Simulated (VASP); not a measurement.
# C (I4_1/amd) in VASP: further runs

Runs on C. Level: PBEsol. Tasks: single point.

Program: VASP 6.6.1. These are calculated values, not measurements. Logs are shortened: lines on timing, memory, paths and dates and some standing lists are left out, and cuts for length are marked.

### 1 The cell of the first run

It takes space group I4_1/amd (No. 141, tetragonal). The conventional cell has a = 2.311 Å, b = 2.311 Å, c = 4.249 Å, α = 90.00°, β = 90.00°, γ = 90.00°. C (site symmetry -4m2) has 4 C at 1.57 Å within 2.1 Å.

### 2 Single point, PBEsol

The input, INCAR:

```
  ALGO = Normal
  EDIFF = 1E-6
  ENCUT = 520
  GGA = PS
  ISIF = 2
  ISMEAR = 0
  LASPH = T
  LCHARG = T
  LELF = T
  LREAL = F
  LVHAR = T
  LWAVE = F
  NBANDS = 11
  NELM = 100
  PREC = Accurate
  SIGMA = 0.05
```

The input, KPOINTS:

```
k-points
0
Gamma
  12 12 12
```

The input, POSCAR:

```
C
1.0
    0.0000000000      1.6340586673      2.1242762675
    1.6340586673      0.0000000000      2.1242762675
    1.6340586673      1.6340586673      0.0000000000
C
2
Direct
    0.5000000000      0.5000000000      0.5000000000
    0.7500000000      0.7500000000      0.7500000000
```

Potentials or basis: VASP PAW PBE potentials, release 64 (C).

Run with:

```console
> cat potpaw_PBE.64/C/POTCAR > POTCAR
> mpirun -np 1 vasp_std > vasp.out
```

OUTCAR:

```text
EDIFF = 1E-6
   ENCUT = 520
   GGA = PS
   ISIF = 2
   ISMEAR = 0
   LASPH = T
   LREAL = F
   NELM = 100
   PREC = Accurate

 ion  position               nearest neighbor table
   1  0.500  0.500  0.500-   2 1.57   2 1.57   2 1.57   2 1.57
   2  0.750  0.750  0.750-   1 1.57   1 1.57   1 1.57   1 1.57

  LATTYP: Found a body centered tetragonal cell.
 ALAT       =     2.3109079290
 C/A-ratio  =     1.8384776311

  Lattice vectors:

 A1 = (  -1.6340586673,   0.0000000000,   2.1242762675)
 A2 = (   1.6340586673,   0.0000000000,   2.1242762675)
 A3 = (   0.0000000000,   1.6340586673,  -2.1242762675)

Analysis of symmetry for initial positions (statically):
=====================================================================
 Subroutine PRICEL returns:
 Original cell was already a primitive cell.

 Routine SETGRP: Setting up the symmetry group for a
 body centered tetragonal supercell.

 Subroutine GETGRP returns: Found 16 space group operations
 (whereof  8 operations were pure point group operations)
 out of a pool of 16 trial point group operations.

The static configuration has the point symmetry D_2d.
 The point group associated with its full space group is D_4h.

Analysis of symmetry for dynamics (positions and initial velocities):
=====================================================================
 Subroutine PRICEL returns:
 Original cell was already a primitive cell.

 Routine SETGRP: Setting up the symmetry group for a
 body centered tetragonal supercell.

 Subroutine GETGRP returns: Found 16 space group operations
 (whereof  8 operations were pure point group operations)
 out of a pool of 16 trial point group operations.

The dynamic configuration has the point symmetry D_2d.
 The point group associated with its full space group is D_4h.

 Subroutine INISYM returns: Found 16 space group operations
 (whereof  8 operations are pure point group operations),
 and found     1 'primitive' translations

----------------------------------------------------------------------------------------

                                     Primitive cell

  volume of cell :      11.3443

  direct lattice vectors                    reciprocal lattice vectors
     0.000000000  1.634058667  2.124276267    -0.305986566  0.305986566  0.235374281
     1.634058667  0.000000000  2.124276267     0.305986566 -0.305986566  0.235374281
     1.634058667  1.634058667  0.000000000     0.305986566  0.305986566 -0.235374281

  length of vectors
     2.680055482  2.680055482  2.310907929     0.492601877  0.492601877  0.492601877

  position of ions in fractional coordinates (direct lattice)
     0.500000000  0.500000000  0.500000000
     0.750000000  0.750000000  0.750000000

  ion indices of the primitive-cell ions
   primitive index   ion index
                 1           1
                 2           2

----------------------------------------------------------------------------------------

 KPOINTS: k-points

Automatic generation of k-mesh.
 Grid dimensions read from file:
 generate k-points for:   12   12   12

 Generating k-lattice:

  Cartesian coordinates                     Fractional coordinates (reciprocal lattice)
    -0.025498880  0.025498880  0.019614523     0.083333333  0.000000000  0.000000000
     0.025498880 -0.025498880  0.019614523     0.000000000  0.083333333  0.000000000
     0.025498880  0.025498880 -0.019614523    -0.000000000 -0.000000000  0.083333333

  Length of vectors
     0.041050156  0.041050156  0.041050156

  Shift w.r.t. Gamma in fractional coordinates (k-lattice)
     0.000000000  0.000000000  0.000000000

 Subroutine IBZKPT returns following result:
 ===========================================

 Found    163 irreducible k-points:

 Following reciprocal coordinates:
            Coordinates               Weight
  0.000000  0.000000  0.000000      1.000000
  0.083333  0.000000  0.000000      8.000000
  0.166667  0.000000  0.000000      8.000000
  0.250000 -0.000000  0.000000      8.000000
  0.333333 -0.000000  0.000000      8.000000
  0.416667 -0.000000  0.000000      8.000000
[... 16 lines left out ...]
  0.500000  0.166667  0.000000      8.000000
 -0.416667  0.166667  0.000000      8.000000
 [... further k-points ...]
   k-points           NKPTS =    163   k-points in BZ     NKDIM =    163   number of bands    NBANDS=     11
   number of dos      NEDOS =    301   number of ions     NIONS =      2
   total plane-waves  NPLWV =   7200
   dimension x,y,z NGX =    20 NGY =   20 NGZ =   18
   dimension x,y,z NGXF=    40 NGYF=   40 NGZF=   36
   ions per type =               2
   NGX,Y,Z   is equivalent  to a cutoff of  12.41, 12.41, 12.95 a.u.
   NGXF,Y,Z  is equivalent  to a cutoff of  24.81, 24.81, 25.90 a.u.
 SYSTEM =  unknown system
   PREC   = accura    normal or accurate (medium, high low for compatibility)
   ISTART =      0    job   : 0-new  1-cont  2-samecut
   ICHARG =      2    charge: 1-file 2-atom 10-const
   ISPIN  =      1    spin polarized calculation?
   LNONCOLLINEAR =      F non collinear calculations
   LSORBIT =      F    spin-orbit coupling
   LASPH  =      T    aspherical Exc in radial PAW
   ENCUT  =  520.0 eV  38.22 Ry    6.18 a.u.   4.98  4.98  4.30*2*pi/ulx,y,z
   NELM   =    100;   NELMIN=  2; NELMDL= -5     # of ELM steps
   EDIFF  = 0.1E-05   stopping-criterion for ELM
   LREAL  =      F    real-space projection
   EDIFFG = 0.1E-04   stopping-criterion for IOM
   NSW    =      0    number of steps for IOM
   IBRION =     -1    ionic relax: 0-MD 1-quasi-New 2-CG
   NFREE  =      0    steps in history (QN), initial steepest desc. (CG)
   ISIF   =      2    stress and relaxation
   ISYM   =      2    0-nonsym 1-usesym 2-fastsym
   POTIM  = 0.5000    time-step for ionic-motion
   TEBEG  =    0.0;   TEEND  =   0.0 temperature during run
   PSTRESS=    0.0 pullay stress
   NELECT =       8.0000    total number of electrons
   NUPDOWN=      -1.0000    fix difference up-down
   EMIN   =  10.00;   EMAX   =-10.00  energy-range for DOS
   EFERMI =   0.00;   METHOD = LEGACY
   ISMEAR =     0;   SIGMA  =   0.05  broadening in eV -4-tet -1-fermi 0-gaus
   EFERMI_NEDOS =   21; number of points for ismear=-14 and -15
   IALGO  =     38    algorithm
   IMIX   =      4    mixing-type and parameters
     AMIX     =   0.40;   BMIX     =  1.00
     AMIX_MAG =   1.60;   BMIX_MAG =  1.00
  volume/ion in A,a.u.               =       5.67        38.28
  Fermi-wavevector in a.u.,A,eV,Ry     =   1.457178  2.753668 28.890189  2.123369
  Thomas-Fermi vector in A             =   2.574010
   LORBIT       =      0    0 simple, 1 ext, 2 COOP (PROOUT), +10 PAW based schemes
   GGA     = PS    functional components
   LHFCALC =     F    Hartree Fock is set to
   AEXX    =    0.0000 exact exchange contribution
   IVDW    =     0    specifies the selected vdW correction
   LEPSILON=     F    determine dielectric tensor
   LRPA    =     F    only Hartree local field effects (RPA)
 non-spin polarized calculation
 Gauss-broadening in eV      SIGMA  =   0.05
  energy-cutoff  :      520.00
  volume of cell :       11.34
 maximum number of plane-waves:       328
   NGX =  9   NGY =  9   NGZ =  9

 number of electron       8.0000001 magnetization

 Free energy of the ion-electron system (eV)
  ---------------------------------------------------
  ext. energy  EPLUGINS =         0.00000000
  ---------------------------------------------------
  free energy    TOTEN  =       -17.51213047 eV

  energy without entropy =      -17.51213047  energy(sigma->0) =      -17.51213047

 E-fermi :  11.8952     XC(G=0): -13.5057

 val. band max:       11.5619729413   @ k =   0.0000   0.0000   0.0000
 cond. band min:      12.2966386610   @ k =   0.4167   0.0000   0.4167
 fundamental gap:      0.7346657197
 Fermi energy:        11.8952209023

 k-point     1 :       0.0000    0.0000    0.0000
  band No.  band energies     occupation
      1     -11.7113      2.00000
      2       6.4665      2.00000
      3      11.5620      2.00000
      4      11.5620      2.00000
      5      14.9500      0.00000
      6      14.9500      0.00000
      7      18.0520      0.00000
      8      20.2032      0.00000
      9      29.3310      0.00000
     10      29.5117      0.00000
     11      30.8514      0.00000

 k-point     2 :       0.0833    0.0000    0.0000
  band No.  band energies     occupation
      1     -11.5110      2.00000
      2       6.1311      2.00000
      3      10.3618      2.00000
      4      11.3117      2.00000
      5      14.9146      0.00000
      6      15.3979      0.00000
      7      18.8500      0.00000
      8      20.4297      0.00000
      9      28.6844      0.00000
     10      29.8530      0.00000
     11      32.6530      0.00000

 k-point     3 :       0.1667    0.0000    0.0000
  band No.  band energies     occupation
      1     -10.9125      2.00000
      2       5.1133      2.00000
      3       8.1118      2.00000
      4      10.8341      2.00000
      5      14.5681      0.00000
      6      16.4121      0.00000
      7      20.2595      0.00000
      8      21.2236      0.00000
      9      28.5164      0.00000
     10      30.7891      0.00000
     11      35.8801      0.00000

 k-point     4 :       0.2500   -0.0000    0.0000
  band No.  band energies     occupation
      1      -9.9236      2.00000
      2       3.2056      2.00000
      3       6.3100      2.00000
      4      10.4142      2.00000
      5      14.0172      0.00000
      6      17.5416      0.00000
      7      21.3832      0.00000
      8      22.4983      0.00000
      9      28.8595      0.00000
     10      32.1808      0.00000
     11      35.3577      0.00000

 k-point     5 :       0.3333   -0.0000    0.0000
  band No.  band energies     occupation
      1      -8.5634      2.00000
      2       0.6592      2.00000
      3       5.2932      2.00000
      4      10.1315      2.00000
      5      13.4977      0.00000
      6      18.4680      0.00000
      7      22.1798      0.00000
      8      23.8084      0.00000
      9      29.2526      0.00000
     10      33.5573      0.00000
     11      34.7657      0.00000
[... 211 lines left out ...]
 k-point    21 :       0.3333    0.1667    0.0000
  band No.  band energies     occupation
      1      -9.4796      2.00000
      2       1.6867      2.00000
      3       5.5173      2.00000
      4       8.5207      2.00000
      5      17.4941      0.00000
      6      20.2858      0.00000
      7      20.5223      0.00000
      8      23.9514      0.00000
      9      26.0699      0.00000
     10      30.3025      0.00000
     11      39.6363      0.00000

 k-point    22 :       0.4167    0.1667    0.0000
  band No.  band energies     occupation
      1      -8.1607      2.00000
      2       0.3783      2.00000
      3       3.3440      2.00000
      4       8.5263      2.00000
      5      16.9536      0.00000
      6      20.8650      0.00000
      7      21.2817      0.00000
      8      25.0745      0.00000
      9      28.3646      0.00000
     10      30.1883      0.00000
     11      38.5247      0.00000

 k-point    23 :       0.5000    0.1667    0.0000
  band No.  band energies     occupation
      1      -6.5331      2.00000
      2      -1.4516      2.00000
      3       2.1630      2.00000
      4       8.7930      2.00000
      5      16.5274      0.00000
      6      20.8832      0.00000
      7      21.7371      0.00000
      8      25.3246      0.00000
      9      30.0192      0.00000
     10      31.1371      0.00000
     11      37.2662      0.00000

 k-point    24 :      -0.4167    0.1667    0.0000
  band No.  band energies     occupation
      1      -5.1442      2.00000
      2      -2.9688      2.00000
      3       1.8475      2.00000
      4       9.2721      2.00000
      5      16.2403      0.00000
      6      20.3788      0.00000
      7      22.0484      0.00000
      8      24.3017      0.00000
      9      31.2106      0.00000
     10      32.2490      0.00000
     11      35.2234      0.00000

 [... further k-points ...]
[... 5 lines left out ...]
  --------------------------------------------------------------------------------------
  -------------------------------------------------------------------------------------
  Total        6.9509982      6.9509982    -14.0795736      0.0000000      0.0000000      0.0000000
  in kB      981.7060689    981.7060689  -1988.4917921      0.0000000      0.0000000      0.0000000
  external PRESSURE =      -8.3598848 kB  Pullay stress =       0.0000000 kB

 VOLUME and BASIS-vectors are now :
 -----------------------------------------------------------------------------
  energy-cutoff  :      520.00
  volume of cell :       11.34
      direct lattice vectors                 reciprocal lattice vectors
     0.000000000  1.634058667  2.124276267    -0.305986566  0.305986566  0.235374281
     1.634058667  0.000000000  2.124276267     0.305986566 -0.305986566  0.235374281
     1.634058667  1.634058667  0.000000000     0.305986566  0.305986566 -0.235374281

 POSITION                                       TOTAL-FORCE (eV/Angst)
 -----------------------------------------------------------------------------------
      1.63406      1.63406      2.12428        -0.000000     -0.000000     -0.000000
      2.45109      2.45109      3.18641         0.000000      0.000000      0.000000
 -----------------------------------------------------------------------------------
    total drift:                                0.000000     -0.000000      0.000000

  FREE ENERGIE OF THE ION-ELECTRON SYSTEM (eV)
  ---------------------------------------------------
  free  energy   TOTEN  =       -17.5121304673 eV

  energy  without entropy=      -17.5121304673  energy(sigma->0) =      -17.51213047
```

It took 6.6 s on 1 thread of Intel Xeon 6975P-C (Granite Rapids), shared host; peak memory 0.12 GiB.

Results:

* Free energy: -17.5121 eV
* Pressure: -0.8 GPa
* Band gap on the k mesh: 0.73 eV, indirect (least direct gap 2.73 eV)

Stress tensor (GPa, compression positive):
```
  98.17    0.00    0.00
   0.00   98.17    0.00
   0.00    0.00 -198.85
```

Caveat: the PAW data sets were made with another functional, which shifts forces and pressure a little. A k mesh can miss the band edges.

[end of part 1 of 3]
